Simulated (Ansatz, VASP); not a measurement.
# La in VASP and in Ansatz

INCAR

```
SYSTEM = La
ALGO = Normal
EDIFF = 1E-7
ENCUT = 520
GGA = PE
ISIF = 2
ISMEAR = -1
LASPH = .TRUE.
LCHARG = .FALSE.
LREAL = .FALSE.
LWAVE = .FALSE.
NBANDS = 18
NELM = 100
PREC = Accurate
SIGMA = 0.1
```

Contents of KPOINTS:

```
k-points
0
G
  16 16 9
  0 0 0
```

The input POSCAR:

```
La
1.0
    3.7322374104      0.0000000000      0.0000000000
   -1.8661187052      3.2322124104      0.0000000000
    0.0000000000      0.0000000000      6.0264567119
La
2
Direct
    0.3333333333      0.6666666667      0.2500000000
    0.6666666667      0.3333333333      0.7500000000
```

Input for Ansatz:

```yaml
crystal:
  lattice:
    - [3.7322374104, 0.0, 0.0]
    - [-1.8661187052, 3.2322124104, 0.0]
    - [0.0, 0.0, 6.0264567119]
  atoms:
    - { symbol: La, position: [0.3333333333, 0.6666666667, 0.25] }
    - { symbol: La, position: [0.6666666667, 0.3333333333, 0.75] }
hamiltonian:
  xc: pbe
  pseudopotentials:
    kind: paw
    azcp:
      La: "pseudopotentials/La.paw.azcp"
basis:
  ecutwfc: 420
  fft_grid_basis: typed
kpoints:
  mp_grid: { grid: [16, 16, 9], shift: [0, 0, 0] }
magnetization:
  spin_polarized: false
scf:
  occupations: { method: fermi_dirac, width: 0.1 }
output:
  stress: true
```

Alike in both runs: task single point; functional PBE; k mesh 16 × 16 × 9; occupations fermi-dirac, width 0.1 eV; no spin polarisation.

```csv
,VASP,Ansatz
version,VASP 6.6.1,Ansatz 0.2.0
potentials or method,"VASP PAW PBE potentials, release 64 (La), cutoff 520 eV","plane waves (420 eV) with PAW, scalar-relativistic"
valence electrons in the cell,22,22
```

|  | VASP | Ansatz | Ansatz less VASP |
| --- | --- | --- | --- |
| pressure (GPa) | 1.1 | 1.1 | -0.09 |
| traceless stress, the component that is largest in VASP (GPa) | 0.08 | 0.07 | -0.007 |

Spin-orbit coupling is off throughout.
